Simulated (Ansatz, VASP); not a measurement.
## Two plane-wave programs on WC

INCAR

```
PREC = Accurate ; ENCUT = 520
EDIFF = 1E-6 ; ISMEAR = 0
SIGMA = 0.05 ; LREAL = False
LASPH = True ; NELM = 80
ALGO = Normal ; ISIF = 2
LWAVE = False ; LCHARG = True
GGA = PE ; LELF = True
LVHAR = True ; NBANDS = 16
```

The input KPOINTS:

```
Automatic mesh
0
Gamma
  10 10 9
```

File POSCAR:

```
WC
1.0
    2.9065000000      0.0000000000      0.0000000000
   -1.4532500000      2.5171028361      0.0000000000
    0.0000000000      0.0000000000      2.8366000000
W C
1 1
Direct
    0.0000000000      0.0000000000      0.0000000000
    0.6666666667      0.3333333333      0.5000000000
```

input.yaml

```yaml
crystal:
  lattice:
    - [2.9065, 0.0, 0.0]
    - [-1.45325, 2.5171028361, 0.0]
    - [0.0, 0.0, 2.8366]
  atoms:
    - { symbol: W, position: [0.0, 0.0, 0.0] }
    - { symbol: C, position: [0.6666666667, 0.3333333333, 0.5] }
hamiltonian:
  xc: pbe
  pseudopotentials: { kind: paw }
kpoints:
  mp_grid: { grid: [10, 10, 9] }
scf:
  occupations: { method: gaussian, width: 0.05 }
output:
  forces: true
  stress: true
  eigenvalues: true
```

Alike in both runs: task single point; functional PBE; k mesh 10 × 10 × 9; occupations gaussian, width 0.05 eV; no spin polarisation.

|  | VASP | Ansatz |
| --- | --- | --- |
| version | VASP 6.6.1 | Ansatz 0.2.0 |
| potentials or method | VASP PAW PBE potentials, release 64 (W_sv, C) | Ansatz PAW |
| plane-wave cutoff (eV) | 520 | 420 |
| valence electrons in the cell | 18 | 18 |

Ansatz gave:

```
gap on the k mesh at the Fermi level (eV)                     : none
pressure (GPa)                                                : 5.6
traceless stress, the component that is largest in VASP (GPa) : -0.62
```

**Question.** Estimate VASP's values.

**Answer.** gap on the k mesh at the Fermi level (eV): none; pressure (GPa): 6.7; traceless stress, the component that is largest in VASP (GPa): -0.44.

A gap of «none» marks a metal or a gap that the smearing closes. With one functional, cell and mesh, what is left measures potentials, basis and numerics.

Spin-orbit coupling is off throughout.
